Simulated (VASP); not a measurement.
# Al2Pt (Fm-3m) in VASP: a series of runs, part 2 of 2

VASP 6.6.1. The steps go on from the part before.

### 3 Single point, PBEsol, non-collinear spin, zero start, spin-orbit coupling

Input file INCAR:

```
SYSTEM = Al2Pt
ALGO     = Normal         ! electronic algorithm
EDIFF    = 1E-6           ! SCF threshold, eV
ENCUT    = 520            ! plane-wave cutoff, eV
GGA      = PS             ! functional
GGA_COMPAT= .False.      
ISIF     = 2              ! what is computed and relaxed
ISMEAR   = -1             ! smearing method
LASPH    = .True.         ! aspherical terms in the spheres
LCHARG   = .False.        ! write CHGCAR
LMAXMIX  = 4              ! l up to which the mixer works
LORBIT   = 11             ! projections on sites
LORBMOM  = .True.       
LREAL    = .False.        ! projectors in reciprocal space
LSORBIT  = .True.         ! spin-orbit coupling
LWAVE    = .False.        ! write WAVECAR
MAGMOM   = 0 0 0 0 0 0 0 0 0 ! initial moments
NBANDS   = 29             ! bands
NELM     = 150            ! most SCF steps
PREC     = Accurate       ! precision mode
SIGMA    = 0.05           ! smearing width, eV
```

Input file KPOINTS:

```
k-points
0
Gamma
  8 8 8
  0 0 0
```

Input file POSCAR:

```
Al2Pt
1.0
    0.0000000000      2.9550000000      2.9550000000
    2.9550000000      0.0000000000      2.9550000000
    2.9550000000      2.9550000000      0.0000000000
Pt Al
1 2
Direct
    0.0000000000      0.0000000000      0.0000000000
    0.7500000000      0.7500000000      0.7500000000
    0.2500000000      0.2500000000      0.2500000000
```

Potentials or basis: VASP PAW PBE potentials, release 64 (Pt, Al).

Started as:

```bash
$ cat potpaw_PBE.64/Pt/POTCAR potpaw_PBE.64/Al/POTCAR > POTCAR
$ mpirun -np 1 vasp_ncl > vasp.out
```

OUTCAR:

```text
SYSTEM = Al2Pt
   EDIFF = 1E-6
   ENCUT = 520
   GGA = PS
   ISIF = 2
   ISMEAR = -1
   LASPH = .True.
   LORBIT = 11
   LREAL = .False.
   LSORBIT = .True.
   NELM = 150
   PREC = Accurate

 ion  position               nearest neighbor table
   1  0.000  0.000  0.000-   2 2.56   2 2.56   2 2.56   2 2.56   3 2.56   3 2.56   3 2.56   3 2.56

   2  0.750  0.750  0.750-   1 2.56   1 2.56   1 2.56   1 2.56   3 2.96   3 2.96   3 2.96   3 2.96
                             3 2.96   3 2.96
   3  0.250  0.250  0.250-   1 2.56   1 2.56   1 2.56   1 2.56   2 2.96   2 2.96   2 2.96   2 2.96
                             2 2.96   2 2.96

  LATTYP: Found a face centered cubic cell.
 ALAT       =     5.9100000000

  Lattice vectors:

 A1 = (   0.0000000000,   2.9550000000,   2.9550000000)
 A2 = (   2.9550000000,   0.0000000000,   2.9550000000)
 A3 = (   2.9550000000,   2.9550000000,   0.0000000000)

Analysis of symmetry for initial positions (statically):
=====================================================================
 Subroutine PRICEL returns:
 Original cell was already a primitive cell.

 Routine SETGRP: Setting up the symmetry group for a
 face centered cubic supercell.

 Subroutine GETGRP returns: Found 48 space group operations
 (whereof 48 operations were pure point group operations)
 out of a pool of 48 trial point group operations.

The static configuration has the point symmetry O_h .

Analysis of symmetry for dynamics (positions and initial velocities):
=====================================================================
 Subroutine PRICEL returns:
 Original cell was already a primitive cell.

 Routine SETGRP: Setting up the symmetry group for a
 face centered cubic supercell.

 Subroutine GETGRP returns: Found 48 space group operations
 (whereof 48 operations were pure point group operations)
 out of a pool of 48 trial point group operations.

The dynamic configuration has the point symmetry O_h .

Analysis of structural, dynamic, and magnetic symmetry:
=====================================================================
 Subroutine PRICEL returns:
 Original cell was already a primitive cell.

 Routine SETGRP: Setting up the symmetry group for a
 face centered cubic supercell.

 Subroutine GETGRP returns: Found 48 space group operations
 (whereof 48 operations were pure point group operations)
 out of a pool of 48 trial point group operations.

The overall configuration has the point symmetry O_h .

 Subroutine INISYM returns: Found 48 space group operations
 (whereof 48 operations are pure point group operations),
 and found     1 'primitive' translations

----------------------------------------------------------------------------------------

                                     Primitive cell

  volume of cell :      51.6063

  direct lattice vectors                    reciprocal lattice vectors
[... 892 lines left out ...]
 [... further k-points ...]

 [bands above 28 left out]

------------------------ aborting loop because EDIFF is reached ----------------------------------------

  FORCE on cell =-STRESS in cart. coord.  units (eV):
  Direction    XX          YY          ZZ          XY          YZ          ZX
  --------------------------------------------------------------------------------------
  -------------------------------------------------------------------------------------
  Total       -0.4385295     -0.4385295     -0.4385295      0.0000000      0.0000000     -0.0000000
  in kB      -13.6146648    -13.6146648    -13.6146648      0.0000000      0.0000000     -0.0000000
  external PRESSURE =     -13.6146648 kB  Pullay stress =       0.0000000 kB

 VOLUME and BASIS-vectors are now :
 -----------------------------------------------------------------------------
  energy-cutoff  :      520.00
  volume of cell :       51.61
      direct lattice vectors                 reciprocal lattice vectors
     0.000000000  2.955000000  2.955000000    -0.169204738  0.169204738  0.169204738
     2.955000000  0.000000000  2.955000000     0.169204738 -0.169204738  0.169204738
     2.955000000  2.955000000  0.000000000     0.169204738  0.169204738 -0.169204738

 POSITION                                       TOTAL-FORCE (eV/Angst)
 -----------------------------------------------------------------------------------
      0.00000      0.00000      0.00000         0.000000      0.000000      0.000000
      4.43250      4.43250      4.43250        -0.000000     -0.000000     -0.000000
      1.47750      1.47750      1.47750        -0.000000      0.000000      0.000000
 -----------------------------------------------------------------------------------
    total drift:                                0.000000     -0.000000     -0.000000

  FREE ENERGIE OF THE ION-ELECTRON SYSTEM (eV)
  ---------------------------------------------------
  free  energy   TOTEN  =       -18.1096459331 eV

  energy  without entropy=      -18.1010635791  energy(sigma->0) =      -18.10535476

 orbital moment (x)

 # of ion     p       d       tot
 ----------------------------------------
  1         0.000  -0.000  -0.000
  2         0.000   0.000   0.000
  3        -0.000   0.000  -0.000
 ----------------------------------------
           -0.000  -0.000  -0.000

 orbital moment (y)

 # of ion     p       d       tot
 ----------------------------------------
  1        -0.000   0.000   0.000
  2        -0.000   0.000  -0.000
  3         0.000   0.000   0.000
 ----------------------------------------
           -0.000   0.000  -0.000

 orbital moment (z)

 # of ion     p       d       tot
 ----------------------------------------
  1         0.000   0.000   0.000
  2         0.000   0.000   0.000
  3         0.000   0.000   0.000
 ----------------------------------------
            0.000   0.000   0.000

 Spin-Orbit-Coupling matrix elements

 Ion:    1  E_soc:     -0.7186799
 l=   1
     0.0000000    -0.0498532    -0.0498532
    -0.0498532     0.0000000    -0.0498532
    -0.0498532    -0.0498532     0.0000000
 l=   2
     0.0000000    -0.0137585     0.0000000    -0.0137585    -0.0561683
    -0.0137585     0.0000000    -0.0421262    -0.0137585    -0.0140421
     0.0000000    -0.0421262     0.0000000    -0.0421262     0.0000000
    -0.0137585    -0.0137585    -0.0421262     0.0000000    -0.0140421
    -0.0561683    -0.0140421     0.0000000    -0.0140421     0.0000000
 l=   3
     0.0000000     0.0000000     0.0000000     0.0000000     0.0000000     0.0000000     0.0000000
     0.0000000     0.0000000     0.0000000     0.0000000     0.0000000     0.0000000     0.0000000
     0.0000000     0.0000000     0.0000000     0.0000000     0.0000000     0.0000000     0.0000000
     0.0000000     0.0000000     0.0000000     0.0000000     0.0000000     0.0000000     0.0000000
[... 29 lines left out ...]
 l=   2
     0.0000000     0.0000000     0.0000000     0.0000000     0.0000000
     0.0000000     0.0000000     0.0000000     0.0000000     0.0000000
     0.0000000     0.0000000     0.0000000     0.0000000     0.0000000
     0.0000000     0.0000000     0.0000000     0.0000000     0.0000000
     0.0000000     0.0000000     0.0000000     0.0000000     0.0000000
 l=   3
     0.0000000     0.0000000     0.0000000     0.0000000     0.0000000     0.0000000     0.0000000
     0.0000000     0.0000000     0.0000000     0.0000000     0.0000000     0.0000000     0.0000000
     0.0000000     0.0000000     0.0000000     0.0000000     0.0000000     0.0000000     0.0000000
     0.0000000     0.0000000     0.0000000     0.0000000     0.0000000     0.0000000     0.0000000
     0.0000000     0.0000000     0.0000000     0.0000000     0.0000000     0.0000000     0.0000000
     0.0000000     0.0000000     0.0000000     0.0000000     0.0000000     0.0000000     0.0000000
     0.0000000     0.0000000     0.0000000     0.0000000     0.0000000     0.0000000     0.0000000

 total charge

# of ion       s       p       d       tot
------------------------------------------
    1        0.828   0.741   8.149   9.718
    2        0.399   0.362   0.000   0.761
    3        0.399   0.362   0.000   0.761
--------------------------------------------------
tot          1.626   1.465   8.149  11.240

 magnetization (x)

# of ion       s       p       d       tot
------------------------------------------
    1        0.000   0.000  -0.000  -0.000
    2        0.000   0.000   0.000   0.000
    3        0.000   0.000   0.000   0.000
--------------------------------------------------
tot          0.000   0.000  -0.000   0.000

 magnetization (y)

# of ion       s       p       d       tot
------------------------------------------
    1        0.000   0.000   0.000   0.000
    2        0.000  -0.000   0.000  -0.000
    3        0.000  -0.000   0.000  -0.000
--------------------------------------------------
tot          0.000  -0.000   0.000  -0.000

 magnetization (z)

# of ion       s       p       d       tot
------------------------------------------
    1        0.000   0.000   0.000   0.000
    2        0.000  -0.000   0.000  -0.000
    3       -0.000   0.000   0.000  -0.000
--------------------------------------------------
tot         -0.000   0.000   0.000  -0.000
```

It took 2 min on 1 thread of Intel Xeon 6975P-C, shared host; peak memory 0.34 GiB.

What came out:

- Free energy: -18.1096 eV
- Pressure: -1.4 GPa
- Net moment: 0.00 μB per cell
- Valence electrons inside the program's atomic spheres: Pt 9.72; Al 0.76

Moments on the atoms (μB; x, y, z):
```
Pt  0.00 0.00 0.00
Al  0.00 0.00 0.00
Al  0.00 0.00 0.00
```

Caveat: the PAW data sets were made with another functional, which shifts forces and pressure a little.

### 4 Single point, PBE

This run uses another cell than the first one, of 14.90 Å³/atom, 0.866 times its volume.

Input file INCAR:

```
PREC     = Accurate       # precision mode
ENCUT    = 520            # plane-wave cutoff, eV
EDIFF    = 1E-6           # SCF threshold, eV
ISMEAR   = -1             # smearing method
SIGMA    = 0.05           # smearing width, eV
LREAL    = False          # projectors in reciprocal space
LASPH    = True           # aspherical terms in the spheres
NELM     = 60             # most SCF steps
ALGO     = Normal         # electronic algorithm
ISIF     = 2              # what is computed and relaxed
LWAVE    = False          # write WAVECAR
LCHARG   = False          # write CHGCAR
GGA      = PE             # functional
NBANDS   = 15             # bands
```

Input file KPOINTS:

```
Automatic mesh
0
Gamma
  8 8 8
```

Input file POSCAR:

```
Al2Pt
1.0
    0.0000000000      2.8166713331      2.8166713331
    2.8166713331      0.0000000000      2.8166713331
    2.8166713331      2.8166713331      0.0000000000
Pt Al
1 2
Direct
    0.0000000000      0.0000000000      0.0000000000
    0.7500000000      0.7500000000      0.7500000000
    0.2500000000      0.2500000000      0.2500000000
```

Started as:

```bash
$ cat potpaw_PBE.64/Pt/POTCAR potpaw_PBE.64/Al/POTCAR > POTCAR
$ mpirun -np 1 vasp_std > vasp.out
```

It took 53 s on 1 thread of AMD EPYC 7R13, shared host; peak memory 0.14 GiB.

It converged, with:

```
Free energy            : -15.6137 eV
Pressure               : 29.8 GPa
Band gap on the k mesh : zero (band 8 reaches 13.64 eV, above the bottom of band 9 at 7.84 eV)
```

Levels at points of the mesh, in eV from the Fermi level:
```csv
k point,band 5,band 6,band 7,band 8,band 9,band 10,band 11,band 12
"(0.00, 0.00, 0.00)",-4.35,-4.35,3.91,3.91,3.91,4.10,6.28,6.28
"(0.50, 0.00, 0.00)",-4.19,-4.05,-4.05,1.03,1.03,4.03,5.80,5.80
"(0.50, 0.50, 0.00)",-4.36,-3.88,-3.70,-1.89,-1.89,3.60,4.21,8.10
```

Caveat: spin-orbit coupling is left out, which moves the levels of the heavy elements.

### 5 Single point, PBE

This run uses another cell than the first one, of 15.56 Å³/atom, 0.904 times its volume.

Input file INCAR:

```
PREC = Accurate ; ENCUT = 520
EDIFF = 1E-6 ; ISMEAR = -1
SIGMA = 0.05 ; LREAL = False
LASPH = True ; NELM = 100
ALGO = Fast ; ISIF = 2
LWAVE = False ; LCHARG = False
GGA = PE ; NBANDS = 15
```

Input file KPOINTS:

```
regular mesh
0
Gamma
  8 8 8
```

Input file POSCAR:

```
Al2Pt
1.0
    0.0000000000      2.8577211525      2.8577211525
    2.8577211525      0.0000000000      2.8577211525
    2.8577211525      2.8577211525      0.0000000000
Pt Al
1 2
Direct
    0.0000000000      0.0000000000      0.0000000000
    0.7500000000      0.7500000000      0.7500000000
    0.2500000000      0.2500000000      0.2500000000
```

Started as:

```bash
$ cat potpaw_PBE.64/Pt/POTCAR potpaw_PBE.64/Al/POTCAR > POTCAR
$ mpirun -np 1 vasp_std > vasp.out
```

It took 66 s on 1 thread of AMD EPYC 7R13, shared host; peak memory 0.14 GiB.

It converged, with:

| Item | Value |
| --- | --- |
| Free energy | -15.9194 eV |
| Pressure | 19.8 GPa |
| Band gap on the k mesh | zero (band 8 reaches 13.04 eV, above the bottom of band 9 at 7.34 eV) |

Levels at points of the mesh, in eV from the Fermi level:
| k point | band 4 | band 5 | band 6 | band 7 | band 8 | band 9 | band 10 | band 11 | band 12 | band 13 |
| --- | --- | --- | --- | --- | --- | --- | --- | --- | --- | --- |
| (0.00, 0.00, 0.00) | -5.60 | -4.13 | -4.13 | 3.76 | 3.90 | 3.90 | 3.90 | 6.02 | 6.02 | 6.02 |
| (0.50, 0.00, 0.00) | -5.26 | -4.03 | -3.85 | -3.85 | 1.03 | 1.03 | 3.97 | 5.61 | 5.61 | 6.38 |
| (0.50, 0.50, 0.00) | -4.17 | -4.17 | -3.72 | -3.53 | -1.79 | -1.79 | 3.55 | 3.89 | 8.11 | 11.66 |

Caveat: spin-orbit coupling is left out, which moves the levels of the heavy elements.

### 6 Single point, PBE

This run uses another cell than the first one, of 16.39 Å³/atom, 0.953 times its volume.

Input file INCAR:

```
ALGO     = Normal         # electronic algorithm
EDIFF    = 1E-6           # SCF threshold, eV
ENCUT    = 520            # plane-wave cutoff, eV
GGA      = PE             # functional
ISIF     = 2              # what is computed and relaxed
ISMEAR   = -1             # smearing method
LASPH    = T              # aspherical terms in the spheres
LCHARG   = F              # write CHGCAR
LREAL    = F              # projectors in reciprocal space
LWAVE    = F              # write WAVECAR
NBANDS   = 15             # bands
NELM     = 80             # most SCF steps
PREC     = Accurate       # precision mode
SIGMA    = 0.05           # smearing width, eV
```

Input file KPOINTS:

```
k-points
0
Gamma
  8 8 8
```

Input file POSCAR:

```
Al2Pt
1.0
    0.0000000000      2.9079151548      2.9079151548
    2.9079151548      0.0000000000      2.9079151548
    2.9079151548      2.9079151548      0.0000000000
Pt Al
1 2
Direct
    0.0000000000      0.0000000000      0.0000000000
    0.7500000000      0.7500000000      0.7500000000
    0.2500000000      0.2500000000      0.2500000000
```

Potentials or basis: VASP PAW PBE potentials, release 64 (Pt, Al).

Started as:

```bash
$ cat potpaw_PBE.64/Pt/POTCAR potpaw_PBE.64/Al/POTCAR > POTCAR
$ mpirun -np 1 vasp_std > vasp.out
```

Run time: 58 s. Hardware: 1 thread of AMD EPYC 7R13, shared host; peak memory 0.15 GiB.

The run converged. Its results:

```yaml
Free_energy: -16.1483 eV
Pressure: 9.8 GPa
Band_gap_on_the_k_mesh: zero (band 8 reaches 12.34 eV, above the bottom of band 9 at 6.78 eV)
```

Levels at points of the mesh, in eV from the Fermi level:
```
           k point  band 5  band 6  band 7  band 8  band 9  band 10  band 11  band 12
(0.00, 0.00, 0.00)   -3.88   -3.88    3.35    3.88    3.88     3.88     5.71     5.71
(0.50, 0.00, 0.00)   -3.84   -3.63   -3.63    1.04    1.04     3.89     5.39     5.39
(0.50, 0.50, 0.00)   -3.94   -3.54   -3.33   -1.68   -1.68     3.48     3.51     8.11
```

Caveat: spin-orbit coupling is left out, which moves the levels of the heavy elements.

### 7 Summary

```tsv
task	level	spin	cell	cutoff (eV)	gap on the mesh (eV)	pressure (GPa)
relaxation of cell and atoms	PBEsol+D4	off	relaxed from a = 4.179 Å, angles 60.0°, 3 atoms	600	none	0.0
single point	PBEsol	non-collinear, zero start, SOC	a = 4.179 Å, angles 60.0°, 3 atoms	520	-	-1.4
single point	PBE	off	a = 3.983 Å, angles 60.0°, 3 atoms	520	none	29.8
single point	PBE	off	a = 4.041 Å, angles 60.0°, 3 atoms	520	none	19.8
single point	PBE	off	a = 4.112 Å, angles 60.0°, 3 atoms	520	none	9.8
```

Alike in all rows: potentials or basis VASP PAW PBE potentials, release 64 (Pt, Al); k mesh 8 × 8 × 8; smearing fermi-dirac 0.05 eV.

Caveats: spin-orbit coupling is left out, which moves the levels of the heavy elements (some runs); the PAW data sets were made with another functional, which shifts forces and pressure a little (some runs); pairwise dispersion overbinds metals, which lowers pressure and volume (some runs).

Total energies depend on the potentials used, so only differences within one code and one set of settings carry meaning.
